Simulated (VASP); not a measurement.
Input of a VASP 6.6.1 run:

File INCAR:

```
SYSTEM = Ga
ALGO = Normal
EDIFF = 1E-6
EDIFFG = -0.005
ENCUT = 600
GGA = PS
IBRION = 2
ISIF = 3
ISMEAR = -1
LASPH = .TRUE.
LCHARG = .FALSE.
LREAL = .FALSE.
LWAVE = .FALSE.
NELM = 100
NSW = 32
PREC = Accurate
PSTRESS = -1.2
SIGMA = 0.1
```

The input KPOINTS:

```
k-points
0
G
  12 12 12
  0 0 0
```

POSCAR

```
Ga
1.0
    0.0000000000      2.8821274005      2.8821274005
    2.8821274005      0.0000000000      2.8821274005
    2.8821274005      2.8821274005      0.0000000000
Ga
2
Direct
   -0.1250000000     -0.1250000000     -0.1250000000
    0.1250000000      0.1250000000      0.1250000000
```

Potentials or basis: VASP PAW PBE potentials, release 64 (Ga_d).

Launch:

```console
$ cat potpaw_PBE.64/Ga_d/POTCAR > POTCAR
$ mpirun -np 1 vasp_std > vasp.out
```

Task: What does it give for the band gap on the k mesh?

Result: Zero (bands 13 and 14 overlap by 4.47 eV).

Task: Estimate the space group after relaxing (to 0.1 Å).

Result: Fd-3m (No. 227).

Task: Estimate the relaxed volume.

Result: 23.95 Å³/atom.

Final structure:
```
Ga
1.0
     0.00000    2.88249    2.88249
     2.88249    0.00000    2.88249
     2.88249    2.88249    0.00000
Ga
2
Direct
  0.87500 0.87500 0.87500
  0.12500 0.12500 0.12500
```

Caveat: the cell is relaxed towards a set pressure, so the run minimises the enthalpy, not the energy; the PAW data sets were made with another functional, which shifts forces and pressure a little.
